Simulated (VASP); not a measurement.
**Hf: single point with PBE**

The system is Hf, a sheet with vacuum.

```
Hf
1.0
     2.83124    0.00000    0.00000
     0.00000    2.83124    0.00000
     0.00000    0.00000   23.80000
Hf
1
Direct
  0.00000 0.00000 0.29412
```

```yaml
Program: VASP 6.6.1
Task: single point
Functional: PBE
Potentials_or_basis: VASP PAW PBE potentials, release 64 (Hf_pv)
Cutoff: 520 eV
k_mesh: 20 × 20 × 1
Occupations: gaussian, width 0.1 eV
Spin: no spin polarisation
```

The band gap on the k mesh is zero (band 5 reaches -2.67 eV, above the bottom of band 6 at -3.35 eV).

Levels at points of the mesh, in eV from the Fermi level:
```csv
k point,band 2,band 3,band 4,band 5,band 6,band 7,band 8,band 9
"(0.00, 0.00, 0.00)",-30.22,-30.22,-5.20,-1.47,-0.29,0.22,3.90,4.13
"(0.50, 0.00, 0.00)",-30.98,-30.12,-1.83,-1.20,1.50,1.51,3.30,4.95
"(0.50, 0.50, 0.00)",-31.21,-30.86,-2.70,0.39,0.39,3.04,6.65,6.65
```

It took 2.2 min on 1 thread of Intel(R) Xeon(R) 6975P-C (Granite Rapids) (shared host), peak memory 0.38 GiB.

Caveat: spin-orbit coupling is left out, which moves the levels of the heavy elements.
